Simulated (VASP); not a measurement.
# Mg2GeN2 (Fddd) in VASP: single point with PBE

Aim: the single point of Mg2GeN2 with PBE.

Everything below comes from runs of VASP 6.6.1. Logs are shortened: lines on timing, memory, paths and dates and some standing lists are left out, and cuts for length are marked.

### 1 The cell of the first run

Symmetry: Fddd, No. 70, orthorhombic system. Conventional cell: a = 7.311 Å, b = 8.248 Å, c = 8.914 Å, α = 90.00°, β = 90.00°, γ = 90.00°. Within 2.7 Å of Mg (site symmetry 2) lie 4 N at 2.06 to 2.18 Å and 1 Mg at 2.68 Å. Within 3.2 Å of Ge (site symmetry 222) lie 6 N at 2.40 to 2.90 Å and 6 Mg at 2.90 to 3.12 Å. N (site symmetry 2) has 4 Mg at 2.06 to 2.18 Å and 1 Ge at 2.40 Å within 2.7 Å.

### 2 Single point, PBE

The input, INCAR:

```
ALGO = Normal ; EDIFF = 1E-7
ENCUT = 520 ; GGA = PE
ISIF = 2 ; ISMEAR = 0
LASPH = T ; LCHARG = F
LREAL = F ; LWAVE = F
NBANDS = 39 ; NELM = 100
PREC = Accurate ; SIGMA = 0.15
```

The input, KPOINTS:

```
k-points
0
Gamma
  3 3 3
```

The input, POSCAR:

```
Mg2GeN2
1.0
    0.0000000000      4.4569937426      4.1241432068
    3.6555915385      0.0000000000      4.1241432068
    3.6555915385      4.4569937426      0.0000000000
Mg Ge N
4 2 4
Direct
    0.5998942596      0.9001057404      0.5998942596
    0.3498942596      0.6501057404      0.3498942596
    0.9001057404      0.5998942596      0.9001057404
    0.6501057404      0.3498942596      0.6501057404
    0.2500000000      0.2500000000      0.2500000000
    0.0000000000      0.0000000000      0.0000000000
    0.9584698591      0.9584698591      0.5415301409
    0.7084698591      0.7084698591      0.2915301409
    0.2915301409      0.2915301409      0.7084698591
    0.5415301409      0.5415301409      0.9584698591
```

Potentials or basis: VASP PAW PBE potentials, release 64 (Mg, Ge_d, N).

Command:

```
cat potpaw_PBE.64/Mg/POTCAR potpaw_PBE.64/Ge_d/POTCAR potpaw_PBE.64/N/POTCAR > POTCAR
mpirun -np 1 vasp_std > vasp.out
```

OUTCAR:

```text
EDIFF = 1E-7
   ENCUT = 520
   GGA = PE
   ISIF = 2
   ISMEAR = 0
   LASPH = T
   LREAL = F
   NELM = 100
   PREC = Accurate

 ion  position               nearest neighbor table
   1  0.600  0.900  0.600-   8 2.06   9 2.06   7 2.18  10 2.18   3 2.68   4 2.79   4 2.79   6 2.90
                             6 2.90   5 3.12   2 3.54   2 3.54   2 3.54   2 3.54
   2  0.350  0.650  0.350-   7 2.06  10 2.06   9 2.18   8 2.18   4 2.68   3 2.79   3 2.79   5 2.90
                             5 2.90   6 3.12   1 3.54   1 3.54   1 3.54   1 3.54
   3  0.900  0.600  0.900-   8 2.06   9 2.06   7 2.18  10 2.18   1 2.68   2 2.79   2 2.79   6 2.90
                             6 2.90   5 3.12   4 3.54   4 3.54   4 3.54   4 3.54
   4  0.650  0.350  0.650-   7 2.06  10 2.06   9 2.18   8 2.18   2 2.68   1 2.79   1 2.79   5 2.90
                             5 2.90   6 3.12   3 3.54   3 3.54   3 3.54   3 3.54
   5  0.250  0.250  0.250-   2 2.90   4 2.90   2 2.90   4 2.90   3 3.12   1 3.12
   6  0.000  0.000  0.000-   1 2.90   3 2.90   1 2.90   3 2.90   2 3.12   4 3.12
   7  0.958  0.958  0.542-   2 2.06   4 2.06   3 2.18   1 2.18
   8  0.708  0.708  0.292-   1 2.06   3 2.06   2 2.18   4 2.18
   9  0.292  0.292  0.708-   1 2.06   3 2.06   2 2.18   4 2.18
  10  0.542  0.542  0.958-   2 2.06   4 2.06   3 2.18   1 2.18

  LATTYP: Found a face centered orthorhombic cell.
 ALAT       =     7.3111830770
 B/A-ratio  =     1.1281739667
 C/A-ratio  =     1.2192264085

  Lattice vectors:

 A1 = (   0.0000000000,   4.4569937426,  -4.1241432068)
 A2 = (   3.6555915385,   4.4569937426,   0.0000000000)
 A3 = (   3.6555915385,   0.0000000000,  -4.1241432068)

Analysis of symmetry for initial positions (statically):
=====================================================================
 Subroutine PRICEL returns:
 Original cell was already a primitive cell.

 Routine SETGRP: Setting up the symmetry group for a
 face centered orthorhombic supercell.

 Subroutine GETGRP returns: Found  8 space group operations
 (whereof  4 operations were pure point group operations)
 out of a pool of  8 trial point group operations.

The static configuration has the point symmetry D_2 .
 The point group associated with its full space group is D_2h.

Analysis of symmetry for dynamics (positions and initial velocities):
=====================================================================
 Subroutine PRICEL returns:
 Original cell was already a primitive cell.

 Routine SETGRP: Setting up the symmetry group for a
 face centered orthorhombic supercell.

 Subroutine GETGRP returns: Found  8 space group operations
 (whereof  4 operations were pure point group operations)
 out of a pool of  8 trial point group operations.

The dynamic configuration has the point symmetry D_2 .
 The point group associated with its full space group is D_2h.

 Subroutine INISYM returns: Found  8 space group operations
 (whereof  4 operations are pure point group operations),
 and found     1 'primitive' translations

----------------------------------------------------------------------------------------

                                     Primitive cell

  volume of cell :     134.3889

  direct lattice vectors                    reciprocal lattice vectors
     0.000000000  4.456993743  4.124143207    -0.136776769  0.112183240  0.121237303
     3.655591538  0.000000000  4.124143207     0.136776769 -0.112183240  0.121237303
     3.655591538  4.456993743  0.000000000     0.136776769  0.112183240 -0.121237303

  length of vectors
     6.072343074  5.511071283  5.764385719     0.214456167  0.214456167  0.214456167

  position of ions in fractional coordinates (direct lattice)
     0.599894260  0.900105740  0.599894260
     0.349894260  0.650105740  0.349894260
     0.900105740  0.599894260  0.900105740
     0.650105740  0.349894260  0.650105740
     0.250000000  0.250000000  0.250000000
     0.000000000  0.000000000  0.000000000
     0.958469859  0.958469859  0.541530141
     0.708469859  0.708469859  0.291530141
     0.291530141  0.291530141  0.708469859
     0.541530141  0.541530141  0.958469859

  ion indices of the primitive-cell ions
   primitive index   ion index
                 1           1
                 2           2
                 3           3
                 4           4
                 5           5
                 6           6
                 7           7
                 8           8
                 9           9
                10          10

----------------------------------------------------------------------------------------

 KPOINTS: k-points

Automatic generation of k-mesh.
 Grid dimensions read from file:
 generate k-points for:    3    3    3

 Generating k-lattice:

  Cartesian coordinates                     Fractional coordinates (reciprocal lattice)
    -0.045592256  0.037394413  0.040412434     0.333333333  0.000000000  0.000000000
     0.045592256 -0.037394413  0.040412434     0.000000000  0.333333333  0.000000000
     0.045592256  0.037394413 -0.040412434    -0.000000000 -0.000000000  0.333333333

  Length of vectors
     0.071485389  0.071485389  0.071485389

  Shift w.r.t. Gamma in fractional coordinates (k-lattice)
     0.000000000  0.000000000  0.000000000

 Subroutine IBZKPT returns following result:
 ===========================================

 Found      8 irreducible k-points:

 Following reciprocal coordinates:
            Coordinates               Weight
  0.000000  0.000000  0.000000      1.000000
  0.333333 -0.000000 -0.000000      8.000000
  0.333333  0.333333  0.000000      2.000000
 -0.333333  0.333333  0.000000      4.000000
  0.333333  0.000000  0.333333      2.000000
 -0.333333  0.000000  0.333333      4.000000
  0.000000  0.333333  0.333333      2.000000
 -0.333333  0.333333  0.333333      4.000000
   k-points           NKPTS =      8   k-points in BZ     NKDIM =      8   number of bands    NBANDS=     39
   number of dos      NEDOS =    301   number of ions     NIONS =     10
   total plane-waves  NPLWV =  96768
   dimension x,y,z NGX =    48 NGY =   42 NGZ =   48
   dimension x,y,z NGXF=    96 NGYF=   84 NGZF=   96
   ions per type =               4   2   4
   NGX,Y,Z   is equivalent  to a cutoff of  13.14, 12.67, 13.84 a.u.
   NGXF,Y,Z  is equivalent  to a cutoff of  26.28, 25.34, 27.69 a.u.
 SYSTEM =  unknown system
   PREC   = accura    normal or accurate (medium, high low for compatibility)
   ISTART =      0    job   : 0-new  1-cont  2-samecut
   ICHARG =      2    charge: 1-file 2-atom 10-const
   ISPIN  =      1    spin polarized calculation?
   LNONCOLLINEAR =      F non collinear calculations
   LSORBIT =      F    spin-orbit coupling
   LASPH  =      T    aspherical Exc in radial PAW
   ENCUT  =  520.0 eV  38.22 Ry    6.18 a.u.  11.29 10.25 10.72*2*pi/ulx,y,z
   NELM   =    100;   NELMIN=  2; NELMDL= -5     # of ELM steps
   EDIFF  = 0.1E-06   stopping-criterion for ELM
   LREAL  =      F    real-space projection
   EDIFFG = 0.1E-05   stopping-criterion for IOM
   NSW    =      0    number of steps for IOM
   IBRION =     -1    ionic relax: 0-MD 1-quasi-New 2-CG
   NFREE  =      0    steps in history (QN), initial steepest desc. (CG)
   ISIF   =      2    stress and relaxation
   ISYM   =      2    0-nonsym 1-usesym 2-fastsym
   POTIM  = 0.5000    time-step for ionic-motion
   TEBEG  =    0.0;   TEEND  =   0.0 temperature during run
   PSTRESS=    0.0 pullay stress
   NELECT =      56.0000    total number of electrons
   NUPDOWN=      -1.0000    fix difference up-down
   EMIN   =  10.00;   EMAX   =-10.00  energy-range for DOS
   EFERMI =   0.00;   METHOD = LEGACY
   ISMEAR =     0;   SIGMA  =   0.15  broadening in eV -4-tet -1-fermi 0-gaus
   EFERMI_NEDOS =   21; number of points for ismear=-14 and -15
   IALGO  =     38    algorithm
   IMIX   =      4    mixing-type and parameters
     AMIX     =   0.40;   BMIX     =  1.00
     AMIX_MAG =   1.60;   BMIX_MAG =  1.00
  volume/ion in A,a.u.               =      13.44        90.69
  Fermi-wavevector in a.u.,A,eV,Ry     =   1.222784  2.310726 20.343436  1.495200
  Thomas-Fermi vector in A             =   2.357918
   LORBIT       =      0    0 simple, 1 ext, 2 COOP (PROOUT), +10 PAW based schemes
   GGA     = PE    functional components
   LHFCALC =     F    Hartree Fock is set to
   AEXX    =    0.0000 exact exchange contribution
   IVDW    =     0    specifies the selected vdW correction
   LEPSILON=     F    determine dielectric tensor
   LRPA    =     F    only Hartree local field effects (RPA)
 non-spin polarized calculation
 Gauss-broadening in eV      SIGMA  =   0.15
  energy-cutoff  :      520.00
  volume of cell :      134.39
 maximum number of plane-waves:      3643
 NGX is ok and might be reduce to    48
   NGX = 23   NGY = 21   NGZ = 21

 number of electron      56.0000005 magnetization

 Free energy of the ion-electron system (eV)
  ---------------------------------------------------
  ext. energy  EPLUGINS =         0.00000000
  ---------------------------------------------------
  free energy    TOTEN  =       -49.08561487 eV

  energy without entropy =      -49.08555161  energy(sigma->0) =      -49.08558324

 E-fermi :   4.5243     XC(G=0): -10.3662

 val. band max:        4.1786288724   @ k =   0.3333   0.0000   0.3333
 cond. band min:       4.8707032862   @ k =   0.3333   0.0000   0.3333
 fundamental gap:      0.6920744138
 Fermi energy:         4.5242839210

 k-point     1 :       0.0000    0.0000    0.0000
  band No.  band energies     occupation
      1     -20.6104      2.00000
      2     -20.6040      2.00000
      3     -20.6008      2.00000
      4     -20.5922      2.00000
      5     -20.5710      2.00000
      6     -20.5675      2.00000
[... 31 lines left out ...]
     38      12.4554      0.00000
     39      12.7605      0.00000

 k-point     2 :       0.3333   -0.0000   -0.0000
  band No.  band energies     occupation
      1     -20.6094      2.00000
      2     -20.6052      2.00000
      3     -20.5996      2.00000
      4     -20.5941      2.00000
      5     -20.5705      2.00000
      6     -20.5668      2.00000
[... 31 lines left out ...]
     38      11.5407      0.00000
     39      12.1116      0.00000

 k-point     3 :       0.3333    0.3333    0.0000
  band No.  band energies     occupation
      1     -20.6089      2.00000
      2     -20.6057      2.00000
      3     -20.5988      2.00000
      4     -20.5945      2.00000
      5     -20.5712      2.00000
      6     -20.5703      2.00000
[... 31 lines left out ...]
     38      10.8101      0.00000
     39      11.1501      0.00000

 k-point     4 :      -0.3333    0.3333    0.0000
  band No.  band energies     occupation
      1     -20.6081      2.00000
      2     -20.6065      2.00000
      3     -20.5980      2.00000
      4     -20.5959      2.00000
      5     -20.5708      2.00000
      6     -20.5684      2.00000
[... 31 lines left out ...]
     38      10.7698      0.00000
     39      11.5231      0.00000

 k-point     5 :       0.3333    0.0000    0.3333
  band No.  band energies     occupation
      1     -20.6090      2.00000
      2     -20.6058      2.00000
      3     -20.5993      2.00000
      4     -20.5953      2.00000
      5     -20.5691      2.00000
      6     -20.5655      2.00000
[... 31 lines left out ...]
     38      12.3123      0.00000
     39      12.3975      0.00000

 k-point     6 :      -0.3333    0.0000    0.3333
  band No.  band energies     occupation
      1     -20.6082      2.00000
      2     -20.6066      2.00000
      3     -20.5982      2.00000
      4     -20.5963      2.00000
      5     -20.5684      2.00000
      6     -20.5678      2.00000
[... 31 lines left out ...]
     38      11.8419      0.00000
     39      11.9080      0.00000

 k-point     7 :       0.0000    0.3333    0.3333
  band No.  band energies     occupation
      1     -20.6088      2.00000
      2     -20.6056      2.00000
      3     -20.5990      2.00000
      4     -20.5950      2.00000
      5     -20.5683      2.00000
      6     -20.5649      2.00000
[... 31 lines left out ...]
     38      11.3162      0.00000
     39      11.5742      0.00000

 k-point     8 :      -0.3333    0.3333    0.3333
  band No.  band energies     occupation
      1     -20.6081      2.00000
      2     -20.6065      2.00000
      3     -20.5981      2.00000
      4     -20.5961      2.00000
      5     -20.5686      2.00000
      6     -20.5670      2.00000
[... 31 lines left out ...]
     38      11.6266      0.00000
     39      11.7653      0.00000

------------------------ aborting loop because EDIFF is reached ----------------------------------------

  FORCE on cell =-STRESS in cart. coord.  units (eV):
  Direction    XX          YY          ZZ          XY          YZ          ZX
  --------------------------------------------------------------------------------------
  -------------------------------------------------------------------------------------
  Total        0.2931566     -0.3855948     -0.5628795      0.0000000      0.0000000      0.0000000
  in kB        3.4949971     -4.5970399     -6.7106195      0.0000000      0.0000000      0.0000000
  external PRESSURE =      -2.6042208 kB  Pullay stress =       0.0000000 kB

 VOLUME and BASIS-vectors are now :
 -----------------------------------------------------------------------------
  energy-cutoff  :      520.00
  volume of cell :      134.39
      direct lattice vectors                 reciprocal lattice vectors
     0.000000000  4.456993743  4.124143207    -0.136776769  0.112183240  0.121237303
     3.655591538  0.000000000  4.124143207     0.136776769 -0.112183240  0.121237303
     3.655591538  4.456993743  0.000000000     0.136776769  0.112183240 -0.121237303

 POSITION                                       TOTAL-FORCE (eV/Angst)
 -----------------------------------------------------------------------------------
      5.48339      5.34745      6.18621         0.000000      0.002337     -0.000000
      3.65559      3.11895      4.12414        -0.000000      0.002337     -0.000000
      5.48339      8.02353      6.18621         0.000000     -0.002337     -0.000000
      3.65559      5.79503      4.12414        -0.000000     -0.002337     -0.000000
      1.82780      2.22850      2.06207        -0.000000     -0.000000     -0.000000
      0.00000      0.00000      0.00000         0.000000     -0.000000     -0.000000
      5.48339      6.68549      7.90573         0.000000     -0.000000      0.004041
      3.65559      4.45699      5.84366        -0.000000     -0.000000      0.004041
      3.65559      4.45699      2.40462        -0.000000     -0.000000     -0.004041
      5.48339      6.68549      4.46670         0.000000     -0.000000     -0.004041
 -----------------------------------------------------------------------------------
    total drift:                               -0.000000     -0.000000      0.000000

  FREE ENERGIE OF THE ION-ELECTRON SYSTEM (eV)
  ---------------------------------------------------
  free  energy   TOTEN  =       -49.0856148696 eV

  energy  without entropy=      -49.0855516070  energy(sigma->0) =      -49.08558324
```

It took 39 s on 1 thread of Intel Xeon Platinum 8559C (Emerald Rapids), shared host; peak memory 0.3 GiB.

Results:

| Quantity | Value |
| --- | --- |
| Free energy | -49.0856 eV |
| Pressure | -0.3 GPa |
| Largest force | 0.004 eV/Å |
| Band gap on the k mesh | 0.69 eV, direct |

Forces in eV/Å, atoms in the order of the input:
```
Mg   0.000  0.002  0.000
Mg   0.000  0.002  0.000
Mg   0.000 -0.002  0.000
Mg   0.000 -0.002  0.000
Ge   0.000  0.000  0.000
Ge   0.000  0.000  0.000
N    0.000  0.000  0.004
N    0.000  0.000  0.004
N    0.000  0.000 -0.004
N    0.000  0.000 -0.004
```

Caveat: the k points lie up to 0.45 Å⁻¹ apart.
